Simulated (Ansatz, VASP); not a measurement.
**Two plane-wave programs on Te2Mo**

The input INCAR:

```
SYSTEM = Te2Mo
AGGAC = 1.0
AGGAX = 1.0
ALDAC = 0.0
ALDAX = 1.0
ALGO = Normal
EDIFF = 1E-7
ENCUT = 520
GGA = B5
ISIF = 2
ISMEAR = -1
IVDW = 12
LASPH = .TRUE.
LCHARG = .TRUE.
LELF = .TRUE.
LREAL = .FALSE.
LVHAR = .TRUE.
LWAVE = .FALSE.
NBANDS = 35
NELM = 60
PREC = Accurate
SIGMA = 0.05
VDW_A1 = 0.4298
VDW_A2 = 4.2359
VDW_S6 = 1.0
VDW_S8 = 2.6996
```

KPOINTS

```
k-points
0
G
  4 8 1
  0 0 0
```

POSCAR

```
Te2Mo
1.0
    6.4453239976      0.0000000000      0.0000000000
    0.0000000000      3.5262030893      0.0000000000
   -0.0868695265      0.0000000000     36.6519436197
Te Mo
4 2
Direct
    0.4292511000      0.7500000000      0.5407035800
    0.5707489000      0.2500000000      0.4592964200
    0.9208478700      0.2500000000      0.5565273200
    0.0791521300      0.7500000000      0.4434726800
    0.1813475600      0.2500000000      0.4974653700
    0.8186524400      0.7500000000      0.5025346300
```

File input.yaml:

```yaml
crystal:
  lattice:
    - [6.4453239976, 0.0, 0.0]
    - [0.0, 3.5262030893, 0.0]
    - [-0.0868695265, 0.0, 36.6519436197]
  atoms:
    - { symbol: Te, position: [0.4292511, 0.75, 0.54070358] }
    - { symbol: Te, position: [0.5707489, 0.25, 0.45929642] }
    - { symbol: Te, position: [0.92084787, 0.25, 0.55652732] }
    - { symbol: Te, position: [0.07915213, 0.75, 0.44347268] }
    - { symbol: Mo, position: [0.18134756, 0.25, 0.49746537] }
    - { symbol: Mo, position: [0.81865244, 0.75, 0.50253463] }
hamiltonian:
  xc: blyp
  pseudopotentials: { kind: paw }
  dispersion: d3bj
kpoints:
  mp_grid: { grid: [4, 8, 1] }
scf:
  occupations: { method: fermi_dirac, width: 0.05 }
output:
  forces: true
  stress: true
  eigenvalues: true
```

Alike in both runs: task single point; functional BLYP; dispersion D3(BJ); k mesh 4 × 8 × 1; occupations fermi-dirac, width 0.05 eV; no spin polarisation.

|  | VASP | Ansatz |
| --- | --- | --- |
| version | VASP 6.6.1 | Ansatz 0.2.0 |
| potentials or method | VASP PAW PBE potentials, release 64 (Te, Mo_sv) | Ansatz PAW |
| plane-wave cutoff (eV) | 520 | 420 |
| valence electrons in the cell | 52 | 92 |

Ansatz gave:

```
gap on the k mesh at the Fermi level (eV) : none
rms of the force components (eV/Å)        : 0.064
```

Problem. What did VASP give for the same quantities?

Solution. gap on the k mesh at the Fermi level (eV): none; rms of the force components (eV/Å): 0.042.

VASP's potentials were made for PBE, not for BLYP. Atom by atom the forces differ by 0.024 eV/Å (rms over components). A gap of «none» marks a metal or a gap that the smearing closes. VASP's potentials hold 52 valence electrons a cell and Ansatz's 92, so a difference there can come from the potentials and not from the codes.

Spin-orbit coupling is off throughout.
